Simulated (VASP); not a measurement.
Input of a VASP 6.6.1 run:

The input INCAR:

```
SYSTEM = MgO
PREC = Accurate
ENCUT = 520
EDIFF = 1E-6
ISMEAR = 0
SIGMA = 0.01
LREAL = .FALSE.
LASPH = .TRUE.
NELM = 80
ALGO = Normal
ISIF = 2
LWAVE = .FALSE.
LCHARG = .FALSE.
GGA = PS
IVDW = 12
NBANDS = 11
```

Contents of KPOINTS:

```
Automatic mesh
0
G
  7 7 6
  0 0 0
```

File POSCAR:

```
MgO
1.0
    2.9380209000      0.0000000000      0.0000000000
   -1.4690104500      2.5444007400      0.0000000000
    0.0000000000      0.0000000000      2.6796800000
Mg O
1 1
Direct
    0.0000000000      0.0000000000      0.0000000000
    0.3333333300      0.6666666700      0.5000000000
```

Potentials or basis: VASP PAW PBE potentials, release 64 (Mg, O).

Launch:

```console
$ cat potpaw_PBE.64/Mg/POTCAR potpaw_PBE.64/O/POTCAR > POTCAR
$ mpirun -np 1 vasp_std > vasp.out
```

Problem. Predict the band gap on the k mesh.

Solution. 2.93 eV, indirect (least direct gap 3.33 eV).

Problem. Predict the dispersion energy per atom.

Solution. -0.232 eV.

Stress tensor (GPa, compression positive):
```
-8.08  0.00  0.00
 0.00 -8.08  0.00
 0.00  0.00 -8.33
```

Caveat: the PAW data sets were made with another functional, which shifts forces and pressure a little. A k mesh can miss the band edges.
